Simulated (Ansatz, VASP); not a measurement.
**One calculation of MnO, two programs**

```
CELL_PARAMETERS angstrom
0.00000 2.22391 2.22391
2.22391 0.00000 2.22391
2.22391 2.22391 0.00000
ATOMIC_POSITIONS crystal
Mn 0.00000 0.00000 0.00000
O 0.50000 0.50000 0.50000
```

Alike in both runs: functional r2SCAN; k mesh 10 × 10 × 10; occupations fermi-dirac, width 0.05 eV; collinear spin; Hubbard terms Mn d U = 4.0 eV.

|  | VASP | Ansatz |
| --- | --- | --- |
| version | VASP 6.6.1 | Ansatz 0.2.0 |
| potentials or method | VASP PAW PBE potentials, release 64 (Mn_sv, O) | Ansatz PAW |
| plane-wave cutoff (eV) | 770 | 500 |
| valence electrons in the cell | 21 | 21 |
| task | single point | band structure |

```csv
,VASP,Ansatz,Ansatz less VASP
gap on the k mesh at the Fermi level (eV),0.87,0.78,-0.093
least direct gap on the mesh (eV),3.23,3.09,-0.142
pressure (GPa),1.8,4.7,+2.92
net moment per atom (μB),2.50,2.50,0.000
size of the moment on the site where the two differ most (μB),4.57,4.34,-0.234
```

VASP's potentials were made for PBE, not for r2SCAN. Site moments also hang on the region over which each program counts them. The programs project onto different local orbitals, so the same U acts differently, and such runs can settle in different states.

Noted on Ansatz's run: the magnetic or orbital state may not be the lowest.
